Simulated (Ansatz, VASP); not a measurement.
**HfSbH5 in VASP and in Ansatz**

```
Hf Sb H
1.0
     2.51202    1.45032    2.99939
    -2.51202    1.45032    2.99939
     0.00000   -2.90064    2.99939
Hf Sb H
1 1 5
Direct
  0.00000 0.00000 0.00000
  0.50000 0.50000 0.50000
  0.78708 0.78708 0.78708
  0.21292 0.21292 0.21292
  0.00000 0.00000 0.50000
  0.50000 0.00000 0.00000
  0.00000 0.50000 0.00000
```

Alike in both runs: functional PBE; k mesh 6 × 6 × 6; occupations gaussian, width 0.1 eV; no spin polarisation.

Ansatz relaxed the structure, and its values are those at the end. VASP's run is a single point on that final structure, the one shown.

```csv
,VASP,Ansatz
version,VASP 6.6.1,Ansatz 0.2.0
potentials or method,"VASP PAW PBE potentials, release 64 (Hf_pv, Sb, H), cutoff 520 eV","scalar-relativistic, plane waves, PAW"
valence electrons in the cell,20,46
```

VASP gave:

- gap on the k mesh at the Fermi level (eV): none
- pressure (GPa): -0.7
- rms of the force components (eV/Å): 0.014

Problem. Which values does Ansatz return?

Solution. gap on the k mesh at the Fermi level (eV): none; pressure (GPa): -0.3; rms of the force components (eV/Å): 0.010.

A gap of «none» marks a metal or a gap that the smearing closes. VASP's potentials hold 20 valence electrons a cell and Ansatz's 46, so a difference there can come from the potentials and not from the codes.

Spin-orbit coupling is off throughout.
